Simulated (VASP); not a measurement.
# Mn (Im-3m) in VASP: single point with PBE

Aim: the single point of Mn with PBE.

Program: VASP 6.6.1. These are calculated values, not measurements. Logs are shortened: lines on timing, memory, paths and dates and some standing lists are left out, and cuts for length are marked.

**1. The cell of the first run**

Symmetry: Im-3m, No. 229, cubic system. The conventional cell has a = 2.784 Å, b = 2.784 Å, c = 2.784 Å, α = 90.00°, β = 90.00°, γ = 90.00°. Within 3.2 Å of Mn (site symmetry m-3m) lie 14 Mn at 2.41 to 2.78 Å.

**2. Single point, PBE**

File INCAR:

```
ALGO = Normal ; EDIFF = 1E-6
ENCUT = 500 ; GGA = PE
GGA_COMPAT = False ; ISIF = 2
ISMEAR = -1 ; LASPH = True
LCHARG = False ; LREAL = False
LWAVE = False ; NBANDS = 12
NELM = 120 ; PREC = Accurate
SIGMA = 0.1
```

File KPOINTS:

```
k-points
0
Gamma
  4 4 4
```

File POSCAR:

```
Mn
1.0
    1.3919029982      1.3919029982      1.3919029982
   -1.3919029982      1.3919029982      1.3919029982
   -1.3919029982     -1.3919029982      1.3919029982
Mn
1
Direct
    0.0000000000      0.0000000000      0.0000000000
```

Potentials or basis: VASP PAW PBE potentials, release 64 (Mn_pv).

On the command line:

```
$ cat potpaw_PBE.64/Mn_pv/POTCAR > POTCAR
$ mpirun -np 1 vasp_std > vasp.out
```

OUTCAR:

```text
EDIFF = 1E-6
   ENCUT = 500
   GGA = PE
   ISIF = 2
   ISMEAR = -1
   LASPH = True
   LREAL = False
   NELM = 120
   PREC = Accurate

 ion  position               nearest neighbor table
   1  0.000  0.000  0.000-

  LATTYP: Found a body centered cubic cell.
 ALAT       =     2.7838059964

  Lattice vectors:

 A1 = (   1.3919029982,  -1.3919029982,  -1.3919029982)
 A2 = (   1.3919029982,   1.3919029982,   1.3919029982)
 A3 = (  -1.3919029982,  -1.3919029982,   1.3919029982)

Analysis of symmetry for initial positions (statically):
=====================================================================
 Subroutine PRICEL returns:
 Original cell was already a primitive cell.

 Routine SETGRP: Setting up the symmetry group for a
 body centered cubic supercell.

 Subroutine GETGRP returns: Found 48 space group operations
 (whereof 48 operations were pure point group operations)
 out of a pool of 48 trial point group operations.

The static configuration has the point symmetry O_h .

Analysis of symmetry for dynamics (positions and initial velocities):
=====================================================================
 Subroutine PRICEL returns:
 Original cell was already a primitive cell.

 Routine SETGRP: Setting up the symmetry group for a
 body centered cubic supercell.

 Subroutine GETGRP returns: Found 48 space group operations
 (whereof 48 operations were pure point group operations)
 out of a pool of 48 trial point group operations.

The dynamic configuration has the point symmetry O_h .

 Subroutine INISYM returns: Found 48 space group operations
 (whereof 48 operations are pure point group operations),
 and found     1 'primitive' translations

----------------------------------------------------------------------------------------

                                     Primitive cell

  volume of cell :      10.7867

  direct lattice vectors                    reciprocal lattice vectors
     1.391902998  1.391902998  1.391902998     0.359220435  0.000000000  0.359220435
    -1.391902998  1.391902998  1.391902998    -0.359220435  0.359220435  0.000000000
    -1.391902998 -1.391902998  1.391902998     0.000000000 -0.359220435  0.359220435

  length of vectors
     2.410846712  2.410846712  2.410846712     0.508014411  0.508014411  0.508014411

  position of ions in fractional coordinates (direct lattice)
     0.000000000  0.000000000  0.000000000

  ion indices of the primitive-cell ions
   primitive index   ion index
                 1           1

----------------------------------------------------------------------------------------

[... 63 lines left out ...]
   NELECT =      13.0000    total number of electrons
   NUPDOWN=      -1.0000    fix difference up-down
   EMIN   =  10.00;   EMAX   =-10.00  energy-range for DOS
   EFERMI =   0.00;   METHOD = LEGACY
   ISMEAR =    -1;   SIGMA  =   0.10  broadening in eV -4-tet -1-fermi 0-gaus
   EFERMI_NEDOS =   21; number of points for ismear=-14 and -15
   IALGO  =     38    algorithm
   IMIX   =      4    mixing-type and parameters
     AMIX     =   0.40;   BMIX     =  1.00
     AMIX_MAG =   1.60;   BMIX_MAG =  1.00
  volume/ion in A,a.u.               =      10.79        72.79
  Fermi-wavevector in a.u.,A,eV,Ry     =   1.742183  3.292248 41.296401  3.035200
  Thomas-Fermi vector in A             =   2.814497
   LORBIT       =      0    0 simple, 1 ext, 2 COOP (PROOUT), +10 PAW based schemes
   GGA     = PE    functional components
   LHFCALC =     F    Hartree Fock is set to
   AEXX    =    0.0000 exact exchange contribution
   IVDW    =     0    specifies the selected vdW correction
   LEPSILON=     F    determine dielectric tensor
   LRPA    =     F    only Hartree local field effects (RPA)
 non-spin polarized calculation
  energy-cutoff  :      500.00
  volume of cell :       10.79
 maximum number of plane-waves:       279
 NGX is ok and might be reduce to    18
   NGX =  9   NGY =  9   NGZ =  9

 number of electron      13.0000001 magnetization

 Free energy of the ion-electron system (eV)
  ---------------------------------------------------
  ext. energy  EPLUGINS =         0.00000000
  ---------------------------------------------------
  free energy    TOTEN  =        -8.76089330 eV

  energy without entropy =       -8.64938046  energy(sigma->0) =       -8.70513688

 E-fermi :  10.9720     XC(G=0): -13.9744

 val. band max:       10.9571960438   @ k =   0.2500   0.0000   0.0000
 cond. band min:      11.0090211699   @ k =   0.2500   0.0000   0.0000
 fundamental gap:      0.0518251261
 Fermi energy:        10.9720094549

 k-point     1 :       0.0000    0.0000    0.0000
  band No.  band energies     occupation
      1     -36.9850      2.00000
      2     -36.9850      2.00000
      3     -36.9850      2.00000
      4       2.1618      2.00000
      5       9.3761      2.00000
      6       9.3761      2.00000
      7       9.3761      2.00000
      8      11.3145      0.06304
      9      11.3145      0.06303
     10      34.4695      0.00000
     11      34.4695      0.00000
     12      34.4695      0.00000
[... 91 lines left out ...]
 k-point     8 :       0.5000    0.5000    0.5000
  band No.  band energies     occupation
      1     -37.5154      2.00000
      2     -37.5153      2.00000
      3     -37.5153      2.00000
      4       6.1150      2.00000
      5       6.1150      2.00000
      6      12.5546      0.00000
      7      12.5546      0.00000
      8      12.5546      0.00000
      9      21.3913      0.00000
     10      21.3913      0.00000
     11      21.3913      0.00000
     12      28.0851      0.00000

------------------------ aborting loop because EDIFF is reached ----------------------------------------

  FORCE on cell =-STRESS in cart. coord.  units (eV):
  Direction    XX          YY          ZZ          XY          YZ          ZX
  --------------------------------------------------------------------------------------
  -------------------------------------------------------------------------------------
  Total        0.1789473      0.1789473      0.1789473     -0.0000000      0.0000000      0.0000000
  in kB       26.5796297     26.5796297     26.5796297     -0.0000000      0.0000000      0.0000000
  external PRESSURE =      26.5796297 kB  Pullay stress =       0.0000000 kB

 VOLUME and BASIS-vectors are now :
 -----------------------------------------------------------------------------
  energy-cutoff  :      500.00
  volume of cell :       10.79
      direct lattice vectors                 reciprocal lattice vectors
     1.391902998  1.391902998  1.391902998     0.359220435  0.000000000  0.359220435
    -1.391902998  1.391902998  1.391902998    -0.359220435  0.359220435  0.000000000
    -1.391902998 -1.391902998  1.391902998     0.000000000 -0.359220435  0.359220435

 POSITION                                       TOTAL-FORCE (eV/Angst)
 -----------------------------------------------------------------------------------
      0.00000      0.00000      0.00000        -0.000000      0.000000      0.000000
 -----------------------------------------------------------------------------------
    total drift:                               -0.000000      0.000000      0.000000

  FREE ENERGIE OF THE ION-ELECTRON SYSTEM (eV)
  ---------------------------------------------------
  free  energy   TOTEN  =        -8.7608933027 eV

  energy  without entropy=       -8.6493804631  energy(sigma->0) =       -8.70513688
```

stdout:

```text
POSCAR found type information on POSCAR Mn
 POSCAR found :  1 types and       1 ions
 scaLAPACK will be used
 LDA part: xc-table for (Slater+PW92), standard interpolation
 POSCAR, INCAR and KPOINTS ok, starting setup
 FFT: planning ... GRIDC
 FFT: planning ... GRID_SOFT
 FFT: planning ... GRID
 WAVECAR not read
 entering main loop
```

Wall time 2.6 s (1 thread of Intel Xeon 6975P-C, shared host); peak memory 0.11 GiB.

What came out:

```yaml
Free_energy: -8.7609 eV
Pressure: 2.7 GPa
```

Levels at points of the mesh, in eV from the Fermi level:
```csv
k point,band 3,band 4,band 5,band 6,band 7,band 8,band 9,band 10
"(0.00, 0.00, 0.00)",-47.96,-8.81,-1.60,-1.60,-1.60,0.34,0.34,23.50
"(0.50, 0.00, 0.00)",-47.96,-5.03,-3.07,0.34,0.47,0.65,1.95,9.19
"(0.50, 0.50, 0.50)",-48.49,-4.86,-4.86,1.58,1.58,1.58,10.42,10.42
```

Caveat: the k points lie up to 0.80 Å⁻¹ apart; the run has no spin polarisation, though such a crystal can be magnetic. Spin polarisation is off, so any magnetic state and its effect on volume and gap are missing.
